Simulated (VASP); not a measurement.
A run of VASP 6.6.1:

File INCAR:

```
PREC = Accurate ; ENCUT = 600
EDIFF = 1E-6 ; ISMEAR = 1
SIGMA = 0.15 ; LREAL = False
LASPH = True ; NELM = 200
ALGO = Normal ; ISIF = 2
LWAVE = False ; LCHARG = False
ISPIN = 2 ; MAGMOM = 3.5 -2.5
LORBIT = 11 ; LMAXMIX = 4
GGA = PE ; NBANDS = 20
GGA_COMPAT = False
```

KPOINTS

```
Automatic mesh
0
Gamma
  8 8 8
```

The input POSCAR:

```
FeCo
1.0
    2.8570000000      0.0000000000      0.0000000000
    0.0000000000      2.8570000000      0.0000000000
    0.0000000000      0.0000000000      2.8570000000
Fe Co
1 1
Direct
    0.5000000000      0.5000000000      0.5000000000
    0.0000000000      0.0000000000      0.0000000000
```

Potentials or basis: VASP PAW PBE potentials, release 64 (Fe, Co).

Launch:

```sh
$ cat potpaw_PBE.64/Fe/POTCAR potpaw_PBE.64/Co/POTCAR > POTCAR
$ mpirun -np 1 vasp_std > vasp.out
```

Hardware: 1 thread of Intel Xeon 8259CL, on a shared host.

**Question.** How long does it take, and how much memory?

**Answer.** Wall time 2.6 min on 1 thread of Intel Xeon 8259CL (shared host), peak memory 0.17 GiB. Counts: scf iterations 39, k points 35.
